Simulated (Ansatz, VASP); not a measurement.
## One calculation of ZnCu, two programs

```
Zn Cu
1.0
     2.98751    0.51181    0.51181
     0.51181    2.98751    0.51181
     0.51181    0.51181    2.98751
Zn Cu
1 1
Cartesian
  2.0056 2.0056 2.0056
  0.0000 0.0000 0.0000
```

Alike in both runs: task single point; functional PBEsol; k mesh 18 × 18 × 18; occupations gaussian, width 0.15 eV; no spin polarisation.

|  | VASP | Ansatz |
| --- | --- | --- |
| version | VASP 6.6.1 | Ansatz 0.2.0 |
| potentials or method | VASP PAW PBE potentials, release 64 (Zn, Cu), cutoff 520 eV | scalar-relativistic, plane waves, PAW |
| valence electrons in the cell | 23 | 31 |

VASP gave:

```
gap on the k mesh at the Fermi level (eV)                     : none
pressure (GPa)                                                : 18.4
traceless stress, the component that is largest in VASP (GPa) : -5.74
```

Task: What did Ansatz give for the same quantities?

Result: gap on the k mesh at the Fermi level (eV): none; pressure (GPa): 17.6; traceless stress, the component that is largest in VASP (GPa): -5.68.

VASP's potentials were made for PBE, not for PBEsol. A gap of «none» marks a metal or a gap that the smearing closes. VASP's potentials hold 23 valence electrons a cell and Ansatz's 31, so a difference there can come from the potentials and not from the codes.
